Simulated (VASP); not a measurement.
Write the native input for VASP 6.6.1 that does the following.

* Task: single point
* Functional: PBE
* Dispersion: D3(BJ)
* Potentials or basis: VASP PAW PBE potentials, release 64 (Ti_sv, N, H)
* Cutoff: 520 eV
* k mesh: 5 × 5 × 1
* Occupations: gaussian, width 0.1 eV
* Spin: no spin polarisation
* Dipole correction: yes
* Further INCAR settings: LREAL = Auto; ALGO = Normal; EDIFF = 1e-06; NBANDS = 120

The structure of Ti12HN12 lies in POSCAR:

```
Ti12HN12
1.0
    5.9473589866      0.0000000000      0.0000000000
    0.0000000000      5.9473589866      0.0000000000
    0.0000000000      0.0000000000     21.6533569277
Ti N H
12 12 1
Direct
    0.2500000000      0.2500000000      0.1847288628
    0.2500000000      0.7500000000      0.1847288628
    0.7500000000      0.2500000000      0.1847288628
    0.7500000000      0.7500000000      0.1847288628
    0.0000000000      0.0000000000      0.2801771125
    0.0000000000      0.5000000000      0.2801771125
    0.5000000000      0.0000000000      0.2801771125
    0.5000000000      0.5000000000      0.2801771125
    0.2500000000      0.2500000000      0.3715894834
    0.2500000000      0.7500000000      0.3715894834
    0.7500000000      0.2500000000      0.3715894834
    0.7500000000      0.7500000000      0.3715894834
    0.0000000000      0.0000000000      0.1847288628
    0.0000000000      0.5000000000      0.1847288628
    0.5000000000      0.0000000000      0.1847288628
    0.5000000000      0.5000000000      0.1847288628
    0.2500000000      0.2500000000      0.2786780157
    0.2500000000      0.7500000000      0.2786780157
    0.7500000000      0.2500000000      0.2786780157
    0.7500000000      0.7500000000      0.2786780157
    0.0000000000      0.0000000000      0.3811583098
    0.0000000000      0.5000000000      0.3811583098
    0.5000000000      0.0000000000      0.3811583098
    0.5000000000      0.5000000000      0.3811583098
    0.1666666667      0.1666666667      0.5381778431
```

These files were run (other wordings do the same):

INCAR

```
SYSTEM = Ti12HN12
ALGO = Normal
DIPOL = 0.5 0.5 0.290
EDIFF = 1E-6
ENCUT = 520
GGA = PE
IDIPOL = 3
ISIF = 2
ISMEAR = 0
IVDW = 12
LASPH = .TRUE.
LCHARG = .FALSE.
LDIPOL = .TRUE.
LREAL = Auto
LWAVE = .FALSE.
NBANDS = 120
NELM = 100
PREC = Accurate
SIGMA = 0.1
```

KPOINTS

```
k-points
0
G
  5 5 1
  0 0 0
```

Potentials or basis: VASP PAW PBE potentials, release 64 (Ti_sv, N, H).

Launch:

```console
$ cat potpaw_PBE.64/Ti_sv/POTCAR potpaw_PBE.64/N/POTCAR potpaw_PBE.64/H/POTCAR > POTCAR
$ mpirun -np 1 vasp_std > vasp.out
```

Results of the run:

```json
{"Largest force": "1.849 eV/Å", "Band gap on the k mesh": "zero (an odd number of electrons rules out a gap without spin polarisation)", "Dispersion energy per atom": "-0.308 eV"}
```

It took 36 min on 1 thread of Intel(R) Xeon(R) 6975P-C (Granite Rapids), with other jobs on the host, peak memory 1.1 GiB.
